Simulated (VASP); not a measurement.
Set up this calculation in VASP 6.6.1, as the native input.

| Item | Value |
| --- | --- |
| Task | relaxation of cell and atoms |
| Functional | RPBE |
| Potentials or basis | VASP PAW PBE potentials, release 64 (Si) |
| Cutoff | 500 eV |
| k mesh | 6 × 6 × 6 |
| Occupations | gaussian, width 0.01 eV |
| Spin | no spin polarisation |
| Dipole correction | no |
| Further INCAR settings | ALGO = Normal; EDIFF = 1e-07; IBRION = 2; EDIFFG = -0.005; NSW = 100; ISIF = 3 |

The structure of Si lies in POSCAR:

```
Si
1.0
    0.0000000000      2.7135600000      2.7135600000
    2.7135600000      0.0000000000      2.7135600000
    2.7135600000      2.7135600000      0.0000000000
Si
2
Direct
    0.2500000000      0.2500000000      0.2500000000
    1.0000000000      1.0000000000      1.0000000000
```

The input as run:

INCAR

```
  PREC = Accurate
  ENCUT = 500
  EDIFF = 1E-7
  ISMEAR = 0
  SIGMA = 0.01
  LREAL = False
  LASPH = True
  NELM = 120
  ALGO = Normal
  ISIF = 3
  LWAVE = False
  LCHARG = False
  GGA = RP
  IBRION = 2
  NSW = 100
  EDIFFG = -0.005
  GGA_COMPAT = False
  NELMIN = 4
```

KPOINTS

```
Automatic mesh
0
Gamma
  6 6 6
```

Potentials or basis: VASP PAW PBE potentials, release 64 (Si).

Command:

```console
$ cat potpaw_PBE.64/Si/POTCAR > POTCAR
$ mpirun -np 1 vasp_std > vasp.out
```

Results of the run:

```json
{
 "Relaxed volume": "20.78 Å³/atom",
 "Relaxed cell": "a = 3.888 Å, b = 3.888 Å, c = 3.888 Å, α = 60.00°, β = 60.00°, γ = 60.00°",
 "Space group after relaxing (to 0.1 Å)": "Fd-3m (No. 227)",
 "Energy gained by relaxing": "8.8 meV/atom",
 "Ionic steps": "3",
 "Pressure after relaxing": "0.0 GPa",
 "Band gap on the k mesh": "0.84 eV (least direct gap 2.55 eV)"
}
```

Caveat: the PAW data sets were made with another functional, which shifts forces and pressure a little.

It took 6.7 s on 1 thread of Intel(R) Xeon(R) Platinum 8481C CPU @ 2.70GHz (Sapphire Rapids), with other jobs on the host, peak memory 0.14 GiB.
